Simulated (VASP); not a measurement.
# AlN (wurtzite type) (P6_3mc) in VASP: single point with PBE

Aim: the single point of AlN (wurtzite type) with PBE.

Program: VASP 6.6.1. These are calculated values, not measurements. Logs are shortened: lines on timing, memory, paths and dates and some standing lists are left out, and cuts for length are marked.

## 1. The cell of the first run

Symmetry: P6_3mc, No. 186, hexagonal system. The conventional cell has a = 3.130 Å, b = 3.130 Å, c = 5.018 Å, α = 90.00°, β = 90.00°, γ = 120.00°. Al (site symmetry 3m) has 4 N at 1.90 to 1.91 Å within 2.5 Å. N (site symmetry 3m) has 4 Al at 1.90 to 1.91 Å within 2.5 Å.

## 2. Single point, PBE (10.64 Å³/atom)

File INCAR:

```
PREC = Accurate ; ENCUT = 600
EDIFF = 1E-6 ; ISMEAR = -1
SIGMA = 0.05 ; LREAL = F
LASPH = T ; NELM = 120
ALGO = Normal ; ISIF = 2
LWAVE = F ; LCHARG = F
GGA = PE ; NBANDS = 16
GGA_COMPAT = F
```

File KPOINTS:

```
Automatic mesh
0
Gamma
  13 13 7
```

File POSCAR:

```
AlN
1.0
    3.1301642077      0.0000000000      0.0000000000
   -1.5650821039      2.7108017219      0.0000000000
    0.0000000000      0.0000000000      5.0181068689
Al N
2 2
Direct
    0.3333333333      0.6666666667     -0.0027598285
    0.6666666667      0.3333333333      0.4972401715
    0.3333333333      0.6666666667      0.3787598285
    0.6666666667      0.3333333333      0.8787598285
```

Potentials or basis: VASP PAW PBE potentials, release 64 (Al, N).

Run with:

```
$ cat potpaw_PBE.64/Al/POTCAR potpaw_PBE.64/N/POTCAR > POTCAR
$ mpirun -np 1 vasp_std > vasp.out
```

OUTCAR:

```text
PREC = Accurate
   ENCUT = 600
   EDIFF = 1E-6
   ISMEAR = -1
   LREAL = F
   LASPH = T
   NELM = 120
   ISIF = 2
   GGA = PE

 ion  position               nearest neighbor table
   1  0.333  0.667  0.997-   4 1.90   4 1.90   4 1.90   3 1.91   2 3.09   2 3.09   2 3.09   2 3.09
                             2 3.09   2 3.09
   2  0.667  0.333  0.497-   3 1.90   3 1.90   3 1.90   4 1.91   1 3.09   1 3.09   1 3.09   1 3.09
                             1 3.09   1 3.09
   3  0.333  0.667  0.379-   2 1.90   2 1.90   2 1.90   1 1.91
   4  0.667  0.333  0.879-   1 1.90   1 1.90   1 1.90   2 1.91

  LATTYP: Found a hexagonal cell.
 ALAT       =     3.1301642077
 C/A-ratio  =     1.6031449266

  Lattice vectors:

 A1 = (   3.1301642077,   0.0000000000,   0.0000000000)
 A2 = (  -1.5650821039,   2.7108017219,   0.0000000000)
 A3 = (   0.0000000000,   0.0000000000,   5.0181068689)

Analysis of symmetry for initial positions (statically):
=====================================================================
 Subroutine PRICEL returns:
 Original cell was already a primitive cell.

 Routine SETGRP: Setting up the symmetry group for a
 hexagonal supercell.

 Subroutine GETGRP returns: Found 12 space group operations
 (whereof  6 operations were pure point group operations)
 out of a pool of 24 trial point group operations.

The static configuration has the point symmetry C_3v.
 The point group associated with its full space group is C_6v.

Analysis of symmetry for dynamics (positions and initial velocities):
=====================================================================
 Subroutine PRICEL returns:
 Original cell was already a primitive cell.

 Routine SETGRP: Setting up the symmetry group for a
 hexagonal supercell.

 Subroutine GETGRP returns: Found 12 space group operations
 (whereof  6 operations were pure point group operations)
 out of a pool of 24 trial point group operations.

The dynamic configuration has the point symmetry C_3v.
 The point group associated with its full space group is C_6v.

 Subroutine INISYM returns: Found 12 space group operations
 (whereof  6 operations are pure point group operations),
 and found     1 'primitive' translations

----------------------------------------------------------------------------------------

                                     Primitive cell

  volume of cell :      42.5799

  direct lattice vectors                    reciprocal lattice vectors
     3.130164208  0.000000000  0.000000000     0.319472058  0.184447278  0.000000000
    -1.565082104  2.710801722  0.000000000     0.000000000  0.368894557  0.000000000
     0.000000000  0.000000000  5.018106869     0.000000000  0.000000000  0.199278339

  length of vectors
     3.130164208  3.130164208  5.018106869     0.368894557  0.368894557  0.199278339

  position of ions in fractional coordinates (direct lattice)
     0.333333333  0.666666667  0.997240172
     0.666666667  0.333333333  0.497240172
     0.333333333  0.666666667  0.378759829
     0.666666667  0.333333333  0.878759829

  ion indices of the primitive-cell ions
   primitive index   ion index
                 1           1
                 2           2
                 3           3
                 4           4

----------------------------------------------------------------------------------------

 KPOINTS: Automatic mesh

Automatic generation of k-mesh.
 Grid dimensions read from file:
 generate k-points for:   13   13    7

 Generating k-lattice:

  Cartesian coordinates                     Fractional coordinates (reciprocal lattice)
     0.024574774  0.014188252  0.000000000     0.076923077  0.000000000  0.000000000
     0.000000000  0.028376504  0.000000000     0.000000000  0.076923077  0.000000000
     0.000000000  0.000000000  0.028468334     0.000000000  0.000000000  0.142857143

  Length of vectors
     0.028376504  0.028376504  0.028468334

  Shift w.r.t. Gamma in fractional coordinates (k-lattice)
     0.000000000  0.000000000  0.000000000

 Subroutine IBZKPT returns following result:
 ===========================================

 Found     84 irreducible k-points:

 Following reciprocal coordinates:
            Coordinates               Weight
  0.000000  0.000000  0.000000      1.000000
  0.076923  0.000000  0.000000      6.000000
  0.153846  0.000000  0.000000      6.000000
  0.230769  0.000000  0.000000      6.000000
  0.307692  0.000000  0.000000      6.000000
  0.384615  0.000000  0.000000      6.000000
[... 16 lines left out ...]
  0.076923  0.000000  0.142857     12.000000
  0.153846  0.000000  0.142857     12.000000
 [... further k-points ...]
   k-points           NKPTS =     84   k-points in BZ     NKDIM =     84   number of bands    NBANDS=     16
   number of dos      NEDOS =    301   number of ions     NIONS =      4
   total plane-waves  NPLWV =  31360
   dimension x,y,z NGX =    28 NGY =   28 NGZ =   40
   dimension x,y,z NGXF=    56 NGYF=   56 NGZF=   80
   ions per type =               2   2
   NGX,Y,Z   is equivalent  to a cutoff of  14.87, 14.87, 13.25 a.u.
   NGXF,Y,Z  is equivalent  to a cutoff of  29.74, 29.74, 26.50 a.u.
 SYSTEM =  unknown system
   PREC   = accura    normal or accurate (medium, high low for compatibility)
   ISTART =      0    job   : 0-new  1-cont  2-samecut
   ICHARG =      2    charge: 1-file 2-atom 10-const
   ISPIN  =      1    spin polarized calculation?
   LNONCOLLINEAR =      F non collinear calculations
   LSORBIT =      F    spin-orbit coupling
   LASPH  =      T    aspherical Exc in radial PAW
   ENCUT  =  600.0 eV  44.10 Ry    6.64 a.u.   6.25  6.25 10.02*2*pi/ulx,y,z
   NELM   =    120;   NELMIN=  2; NELMDL= -5     # of ELM steps
   EDIFF  = 0.1E-05   stopping-criterion for ELM
   LREAL  =      F    real-space projection
   EDIFFG = 0.1E-04   stopping-criterion for IOM
   NSW    =      0    number of steps for IOM
   IBRION =     -1    ionic relax: 0-MD 1-quasi-New 2-CG
   NFREE  =      0    steps in history (QN), initial steepest desc. (CG)
   ISIF   =      2    stress and relaxation
   ISYM   =      2    0-nonsym 1-usesym 2-fastsym
   POTIM  = 0.5000    time-step for ionic-motion
   TEBEG  =    0.0;   TEEND  =   0.0 temperature during run
   PSTRESS=    0.0 pullay stress
   NELECT =      16.0000    total number of electrons
   NUPDOWN=      -1.0000    fix difference up-down
   EMIN   =  10.00;   EMAX   =-10.00  energy-range for DOS
   EFERMI =   0.00;   METHOD = LEGACY
   ISMEAR =    -1;   SIGMA  =   0.05  broadening in eV -4-tet -1-fermi 0-gaus
   EFERMI_NEDOS =   21; number of points for ismear=-14 and -15
   IALGO  =     38    algorithm
   IMIX   =      4    mixing-type and parameters
     AMIX     =   0.40;   BMIX     =  1.00
     AMIX_MAG =   1.60;   BMIX_MAG =  1.00
  volume/ion in A,a.u.               =      10.64        71.84
  Fermi-wavevector in a.u.,A,eV,Ry     =   1.181354  2.232435 18.988240  1.395596
  Thomas-Fermi vector in A             =   2.317629
   LORBIT       =      0    0 simple, 1 ext, 2 COOP (PROOUT), +10 PAW based schemes
   GGA     = PE    functional components
   LHFCALC =     F    Hartree Fock is set to
   AEXX    =    0.0000 exact exchange contribution
   IVDW    =     0    specifies the selected vdW correction
   LEPSILON=     F    determine dielectric tensor
   LRPA    =     F    only Hartree local field effects (RPA)
 non-spin polarized calculation
  energy-cutoff  :      600.00
  volume of cell :       42.58
 maximum number of plane-waves:      1448
 NGX is ok and might be reduce to    28
   NGX = 13   NGY = 13   NGZ = 21

 number of electron      16.0000000 magnetization

 Free energy of the ion-electron system (eV)
  ---------------------------------------------------
  ext. energy  EPLUGINS =         0.00000000
  ---------------------------------------------------
  free energy    TOTEN  =       -29.78353230 eV

  energy without entropy =      -29.78353230  energy(sigma->0) =      -29.78353230

 E-fermi :   6.9110     XC(G=0): -10.8271

 val. band max:        5.9638583818   @ k =   0.0000   0.0000   0.0000
 cond. band min:      10.0077764428   @ k =   0.0000   0.0000   0.0000
 fundamental gap:      4.0439180609
 Fermi energy:         6.9110275320

 k-point     1 :       0.0000    0.0000    0.0000
  band No.  band energies     occupation
      1      -9.1040      2.00000
      2      -7.0215      2.00000
      3       0.0582      2.00000
      4       5.1191      2.00000
      5       5.1191      2.00000
      6       5.7617      2.00000
[... 8 lines left out ...]
     15      18.9302      0.00000
     16      18.9302      0.00000

 k-point     2 :       0.0769    0.0000    0.0000
  band No.  band energies     occupation
      1      -9.0301      2.00000
      2      -6.9796      2.00000
      3       0.1467      2.00000
      4       4.7681      2.00000
      5       5.0203      2.00000
      6       5.4015      2.00000
[... 8 lines left out ...]
     15      18.9515      0.00000
     16      19.0052      0.00000

 k-point     3 :       0.1538    0.0000    0.0000
  band No.  band energies     occupation
      1      -8.8138      2.00000
      2      -6.8631      2.00000
      3       0.4084      2.00000
      4       3.8889      2.00000
      5       4.6199      2.00000
      6       4.7809      2.00000
[... 8 lines left out ...]
     15      18.3370      0.00000
     16      18.7299      0.00000

 k-point     4 :       0.2308    0.0000    0.0000
  band No.  band energies     occupation
      1      -8.4733      2.00000
      2      -6.7023      2.00000
      3       0.8302      2.00000
      4       2.8214      2.00000
      5       3.7378      2.00000
      6       4.4938      2.00000
[... 8 lines left out ...]
     15      17.9125      0.00000
     16      18.8726      0.00000
[... 324 lines left out ...]
 k-point    22 :       0.0000    0.0000    0.1429
  band No.  band energies     occupation
      1      -9.0276      2.00000
      2      -7.1705      2.00000
      3       0.3259      2.00000
      4       5.1491      2.00000
      5       5.1491      2.00000
      6       5.5064      2.00000
[... 8 lines left out ...]
     15      18.6425      0.00000
     16      18.6425      0.00000

 k-point    23 :       0.0769    0.0000    0.1429
  band No.  band energies     occupation
      1      -8.9544      2.00000
      2      -7.1250      2.00000
      3       0.4051      2.00000
      4       4.8033      2.00000
      5       5.0537      2.00000
      6       5.1602      2.00000
[... 8 lines left out ...]
     15      18.5690      0.00000
     16      18.7404      0.00000

 k-point    24 :       0.1538    0.0000    0.1429
  band No.  band energies     occupation
      1      -8.7404      2.00000
      2      -6.9978      2.00000
      3       0.6341      2.00000
      4       3.9358      2.00000
      5       4.4380      2.00000
      6       4.8212      2.00000
[... 8 lines left out ...]
     15      18.3458      0.00000
     16      18.7665      0.00000

 [... further k-points ...]

------------------------ aborting loop because EDIFF is reached ----------------------------------------

  FORCE on cell =-STRESS in cart. coord.  units (eV):
  Direction    XX          YY          ZZ          XY          YZ          ZX
  --------------------------------------------------------------------------------------
  -------------------------------------------------------------------------------------
  Total       -0.1036760     -0.1036760     -0.0888941      0.0000000      0.0000000      0.0000000
  in kB       -3.9010743     -3.9010743     -3.3448665      0.0000000      0.0000000      0.0000000
  external PRESSURE =      -3.7156717 kB  Pullay stress =       0.0000000 kB

 VOLUME and BASIS-vectors are now :
 -----------------------------------------------------------------------------
  energy-cutoff  :      600.00
  volume of cell :       42.58
      direct lattice vectors                 reciprocal lattice vectors
     3.130164208  0.000000000  0.000000000     0.319472058  0.184447278  0.000000000
    -1.565082104  2.710801722  0.000000000     0.000000000  0.368894557  0.000000000
     0.000000000  0.000000000  5.018106869     0.000000000  0.000000000  0.199278339

 POSITION                                       TOTAL-FORCE (eV/Angst)
 -----------------------------------------------------------------------------------
     -0.00000      1.80720      5.00426        -0.000000      0.000000     -0.000105
      1.56508      0.90360      2.49520        -0.000000      0.000000     -0.000105
     -0.00000      1.80720      1.90066         0.000000     -0.000000      0.000105
      1.56508      0.90360      4.40971        -0.000000      0.000000      0.000105
 -----------------------------------------------------------------------------------
    total drift:                               -0.000000      0.000000      0.000450

  FREE ENERGIE OF THE ION-ELECTRON SYSTEM (eV)
  ---------------------------------------------------
  free  energy   TOTEN  =       -29.7835323003 eV

  energy  without entropy=      -29.7835323003  energy(sigma->0) =      -29.78353230
```

Wall time 66 s (1 thread of Intel Xeon 8259CL, shared host); peak memory 0.21 GiB.

What came out:

```yaml
Free_energy: -29.7835 eV
Pressure: -0.4 GPa
Band_gap_on_the_k_mesh: 4.04 eV
```
